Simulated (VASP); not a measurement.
# HoAlTe3 (Pm-3m) in VASP: further runs

The runs below take HoAlTe3 through single point, relaxation of cell and atoms, with PBE.

Everything below comes from runs of VASP 6.6.1. Logs are shortened: lines on timing, memory, paths and dates and some standing lists are left out, and cuts for length are marked.

**1. The cell of the first run**

The structure is cubic, space group Pm-3m (No. 221). Conventional cell: a = 5.309 Å, b = 5.309 Å, c = 5.309 Å, α = 90.00°, β = 90.00°, γ = 90.00°. Within 4.9 Å of Ho (site symmetry m-3m) lie 12 Te at 3.75 Å and 8 Al at 4.60 Å. Within 3.5 Å of Al (site symmetry m-3m) lie 6 Te at 2.65 Å. Within 3.5 Å of Te (site symmetry 4/mmm) lie 2 Al at 2.65 Å.

The cell was built from a structure type or drawn by symmetry, and may not be a known phase.

**2. Single point, PBE**

INCAR

```
PREC = Accurate
ENCUT = 500
EDIFF = 1E-6
ISMEAR = 0
SIGMA = 0.1
LREAL = False
LASPH = True
NELM = 200
ALGO = Normal
ISIF = 2
LWAVE = False
LCHARG = False
GGA = PE
NBANDS = 23
GGA_COMPAT = False
LMAXMIX = 6
```

KPOINTS

```
regular mesh
0
Gamma
  4 4 4
```

POSCAR

```
HoAlTe3
1.0
    5.3089477584      0.0000000000      0.0000000000
    0.0000000000      5.3089477584      0.0000000000
    0.0000000000      0.0000000000      5.3089477584
Ho Al Te
1 1 3
Direct
    0.5000000000      0.5000000000      0.5000000000
    0.0000000000      0.0000000000      0.0000000000
    0.5000000000      0.0000000000      0.0000000000
    0.0000000000      0.5000000000      0.0000000000
    0.0000000000      0.0000000000      0.5000000000
```

Potentials or basis: VASP PAW PBE potentials, release 64 (Ho_3, Al, Te), 4f in core.

Run with:

```sh
$ cat potpaw_PBE.64/Ho_3/POTCAR potpaw_PBE.64/Al/POTCAR potpaw_PBE.64/Te/POTCAR > POTCAR
$ mpirun -np 1 vasp_std > vasp.out
```

OUTCAR:

```text
PREC = Accurate
   ENCUT = 500
   EDIFF = 1E-6
   ISMEAR = 0
   LREAL = False
   LASPH = True
   NELM = 200
   ISIF = 2
   GGA = PE

 ion  position               nearest neighbor table
   1  0.500  0.500  0.500-
   2  0.000  0.000  0.000-   3 2.65   4 2.65   5 2.65   5 2.65   4 2.65   3 2.65
   3  0.500  0.000  0.000-   2 2.65   2 2.65
   4  0.000  0.500  0.000-   2 2.65   2 2.65
   5  0.000  0.000  0.500-   2 2.65   2 2.65

  LATTYP: Found a simple cubic cell.
 ALAT       =     5.3089477584

  Lattice vectors:

 A1 = (   5.3089477584,   0.0000000000,   0.0000000000)
 A2 = (   0.0000000000,   5.3089477584,   0.0000000000)
 A3 = (   0.0000000000,   0.0000000000,   5.3089477584)

Analysis of symmetry for initial positions (statically):
=====================================================================
 Subroutine PRICEL returns:
 Original cell was already a primitive cell.

 Routine SETGRP: Setting up the symmetry group for a
 simple cubic supercell.

 Subroutine GETGRP returns: Found 48 space group operations
 (whereof 48 operations were pure point group operations)
 out of a pool of 48 trial point group operations.

The static configuration has the point symmetry O_h .

Analysis of symmetry for dynamics (positions and initial velocities):
=====================================================================
 Subroutine PRICEL returns:
 Original cell was already a primitive cell.

 Routine SETGRP: Setting up the symmetry group for a
 simple cubic supercell.

 Subroutine GETGRP returns: Found 48 space group operations
 (whereof 48 operations were pure point group operations)
 out of a pool of 48 trial point group operations.

The dynamic configuration has the point symmetry O_h .

 Subroutine INISYM returns: Found 48 space group operations
 (whereof 48 operations are pure point group operations),
 and found     1 'primitive' translations

----------------------------------------------------------------------------------------

                                     Primitive cell

  volume of cell :     149.6323

  direct lattice vectors                    reciprocal lattice vectors
     5.308947758  0.000000000  0.000000000     0.188361243  0.000000000  0.000000000
     0.000000000  5.308947758  0.000000000     0.000000000  0.188361243  0.000000000
     0.000000000  0.000000000  5.308947758     0.000000000  0.000000000  0.188361243

  length of vectors
     5.308947758  5.308947758  5.308947758     0.188361243  0.188361243  0.188361243

  position of ions in fractional coordinates (direct lattice)
     0.500000000  0.500000000  0.500000000
     0.000000000  0.000000000  0.000000000
     0.500000000  0.000000000  0.000000000
     0.000000000  0.500000000  0.000000000
     0.000000000  0.000000000  0.500000000

  ion indices of the primitive-cell ions
   primitive index   ion index
                 1           1
                 2           2
                 3           3
                 4           4
                 5           5

----------------------------------------------------------------------------------------

 KPOINTS: regular mesh

Automatic generation of k-mesh.
 Grid dimensions read from file:
 generate k-points for:    4    4    4

 Generating k-lattice:

  Cartesian coordinates                     Fractional coordinates (reciprocal lattice)
     0.047090311  0.000000000  0.000000000     0.250000000  0.000000000  0.000000000
     0.000000000  0.047090311  0.000000000     0.000000000  0.250000000  0.000000000
     0.000000000  0.000000000  0.047090311     0.000000000  0.000000000  0.250000000

  Length of vectors
     0.047090311  0.047090311  0.047090311

  Shift w.r.t. Gamma in fractional coordinates (k-lattice)
     0.000000000  0.000000000  0.000000000

 Subroutine IBZKPT returns following result:
 ===========================================

 Found     10 irreducible k-points:

 Following reciprocal coordinates:
            Coordinates               Weight
  0.000000  0.000000  0.000000      1.000000
  0.250000  0.000000  0.000000      6.000000
  0.500000  0.000000  0.000000      3.000000
  0.250000  0.250000  0.000000     12.000000
  0.500000  0.250000  0.000000     12.000000
  0.500000  0.500000  0.000000      3.000000
  0.250000  0.250000  0.250000      8.000000
  0.500000  0.250000  0.250000     12.000000
  0.500000  0.500000  0.250000      6.000000
  0.500000  0.500000  0.500000      1.000000
   k-points           NKPTS =     10   k-points in BZ     NKDIM =     10   number of bands    NBANDS=     23
   number of dos      NEDOS =    301   number of ions     NIONS =      5
   total plane-waves  NPLWV =  64000
   dimension x,y,z NGX =    40 NGY =   40 NGZ =   40
   dimension x,y,z NGXF=    80 NGYF=   80 NGZF=   80
   ions per type =               1   1   3
   NGX,Y,Z   is equivalent  to a cutoff of  12.53, 12.53, 12.53 a.u.
   NGXF,Y,Z  is equivalent  to a cutoff of  25.05, 25.05, 25.05 a.u.
 SYSTEM =  unknown system
   PREC   = accura    normal or accurate (medium, high low for compatibility)
   ISTART =      0    job   : 0-new  1-cont  2-samecut
   ICHARG =      2    charge: 1-file 2-atom 10-const
   ISPIN  =      1    spin polarized calculation?
   LNONCOLLINEAR =      F non collinear calculations
   LSORBIT =      F    spin-orbit coupling
   LASPH  =      T    aspherical Exc in radial PAW
   ENCUT  =  500.0 eV  36.75 Ry    6.06 a.u.   9.68  9.68  9.68*2*pi/ulx,y,z
   NELM   =    200;   NELMIN=  2; NELMDL= -5     # of ELM steps
   EDIFF  = 0.1E-05   stopping-criterion for ELM
   LREAL  =      F    real-space projection
   EDIFFG = 0.1E-04   stopping-criterion for IOM
   NSW    =      0    number of steps for IOM
   IBRION =     -1    ionic relax: 0-MD 1-quasi-New 2-CG
   NFREE  =      0    steps in history (QN), initial steepest desc. (CG)
   ISIF   =      2    stress and relaxation
   ISYM   =      2    0-nonsym 1-usesym 2-fastsym
   POTIM  = 0.5000    time-step for ionic-motion
   TEBEG  =    0.0;   TEEND  =   0.0 temperature during run
   PSTRESS=    0.0 pullay stress
   NELECT =      30.0000    total number of electrons
   NUPDOWN=      -1.0000    fix difference up-down
   EMIN   =  10.00;   EMAX   =-10.00  energy-range for DOS
   EFERMI =   0.00;   METHOD = LEGACY
   ISMEAR =     0;   SIGMA  =   0.10  broadening in eV -4-tet -1-fermi 0-gaus
   EFERMI_NEDOS =   21; number of points for ismear=-14 and -15
   IALGO  =     38    algorithm
   IMIX   =      4    mixing-type and parameters
     AMIX     =   0.40;   BMIX     =  1.00
     AMIX_MAG =   1.60;   BMIX_MAG =  1.00
  volume/ion in A,a.u.               =      29.93       201.95
  Fermi-wavevector in a.u.,A,eV,Ry     =   0.958165  1.810669 12.491229  0.918079
  Thomas-Fermi vector in A             =   2.087248
   LORBIT       =      0    0 simple, 1 ext, 2 COOP (PROOUT), +10 PAW based schemes
   GGA     = PE    functional components
   LHFCALC =     F    Hartree Fock is set to
   AEXX    =    0.0000 exact exchange contribution
   IVDW    =     0    specifies the selected vdW correction
   LEPSILON=     F    determine dielectric tensor
   LRPA    =     F    only Hartree local field effects (RPA)
 non-spin polarized calculation
 Gauss-broadening in eV      SIGMA  =   0.10
  energy-cutoff  :      500.00
  volume of cell :      149.63
 maximum number of plane-waves:      3840
 NGX is ok and might be reduce to    40
   NGX = 19   NGY = 19   NGZ = 19

 number of electron      29.9999999 magnetization

 Free energy of the ion-electron system (eV)
  ---------------------------------------------------
  ext. energy  EPLUGINS =         0.00000000
  ---------------------------------------------------
  free energy    TOTEN  =       -18.88427330 eV

  energy without entropy =      -18.85892515  energy(sigma->0) =      -18.87159922

 E-fermi :   5.4011     XC(G=0):  -9.3842

 val. band max:        5.3557807869   @ k =   0.2500   0.2500   0.2500
 cond. band min:       5.6076522549   @ k =   0.2500   0.2500   0.2500
 fundamental gap:      0.2518714681
 Fermi energy:         5.4011154181

 k-point     1 :       0.0000    0.0000    0.0000
  band No.  band energies     occupation
      1     -20.4423      2.00000
      2     -20.4423      2.00000
      3     -20.4423      2.00000
      4      -7.0179      2.00000
      5      -4.4773      2.00000
      6      -4.4773      2.00000
[... 15 lines left out ...]
     22       6.8264      0.00000
     23      10.4380      0.00000

 k-point     2 :       0.2500    0.0000    0.0000
  band No.  band energies     occupation
      1     -20.4436      2.00000
      2     -20.4421      2.00000
      3     -20.4421      2.00000
      4      -6.7899      2.00000
      5      -4.9133      2.00000
      6      -4.4504      2.00000
[... 15 lines left out ...]
     22       8.4704      0.00000
     23      10.0441      0.00000

 k-point     3 :       0.5000    0.0000    0.0000
  band No.  band energies     occupation
      1     -20.4450      2.00000
      2     -20.4420      2.00000
      3     -20.4420      2.00000
      4      -6.4086      2.00000
      5      -5.4849      2.00000
      6      -4.4229      2.00000
[... 15 lines left out ...]
     22       8.4049      0.00000
     23       9.4122      0.00000
[... 131 lines left out ...]
 k-point     9 :       0.5000    0.5000    0.2500
  band No.  band energies     occupation
      1     -20.4444      2.00000
      2     -20.4444      2.00000
      3     -20.4430      2.00000
      4      -5.5253      2.00000
      5      -5.3392      2.00000
      6      -5.3392      2.00000
[... 15 lines left out ...]
     22       8.9344      0.00000
     23       8.9344      0.00000

 k-point    10 :       0.5000    0.5000    0.5000
  band No.  band energies     occupation
      1     -20.4443      2.00000
      2     -20.4443      2.00000
      3     -20.4443      2.00000
      4      -5.3131      2.00000
      5      -5.3131      2.00000
      6      -5.3131      2.00000
[... 15 lines left out ...]
     22       8.6380      0.00000
     23       8.6380      0.00000

------------------------ aborting loop because EDIFF is reached ----------------------------------------

  FORCE on cell =-STRESS in cart. coord.  units (eV):
  Direction    XX          YY          ZZ          XY          YZ          ZX
  --------------------------------------------------------------------------------------
  -------------------------------------------------------------------------------------
  Total        0.3102025      0.3102025      0.3102025      0.0000000      0.0000000     -0.0000000
  in kB        3.3214710      3.3214710      3.3214710      0.0000000      0.0000000     -0.0000000
  external PRESSURE =       3.3214710 kB  Pullay stress =       0.0000000 kB

 VOLUME and BASIS-vectors are now :
 -----------------------------------------------------------------------------
  energy-cutoff  :      500.00
  volume of cell :      149.63
      direct lattice vectors                 reciprocal lattice vectors
     5.308947758  0.000000000  0.000000000     0.188361243  0.000000000  0.000000000
     0.000000000  5.308947758  0.000000000     0.000000000  0.188361243  0.000000000
     0.000000000  0.000000000  5.308947758     0.000000000  0.000000000  0.188361243

 POSITION                                       TOTAL-FORCE (eV/Angst)
 -----------------------------------------------------------------------------------
      2.65447      2.65447      2.65447         0.000000      0.000000      0.000000
      0.00000      0.00000      0.00000         0.000000      0.000000      0.000000
      2.65447      0.00000      0.00000         0.000000      0.000000      0.000000
      0.00000      2.65447      0.00000         0.000000      0.000000      0.000000
      0.00000      0.00000      2.65447         0.000000      0.000000      0.000000
 -----------------------------------------------------------------------------------
    total drift:                                0.000000      0.000000     -0.000000

  FREE ENERGIE OF THE ION-ELECTRON SYSTEM (eV)
  ---------------------------------------------------
  free  energy   TOTEN  =       -18.8842733008 eV

  energy  without entropy=      -18.8589251489  energy(sigma->0) =      -18.87159922
```

Run time: 25 s. Hardware: 1 thread of AMD EPYC 7R13 (Zen 3), shared host; peak memory 0.23 GiB.

What came out:

| Item | Value |
| --- | --- |
| Free energy | -18.8843 eV |
| Pressure | 0.3 GPa |
| Band gap on the k mesh | zero (bands 15 and 16 overlap by 1.58 eV) |

Caveat: spin-orbit coupling is left out, which moves the levels of the heavy elements; the 4f electrons are frozen in the core, so they carry no moment and show no levels. Spin polarisation is off, so any magnetic state and its effect on volume and gap are missing.

(Continued in part 2 of 3.)
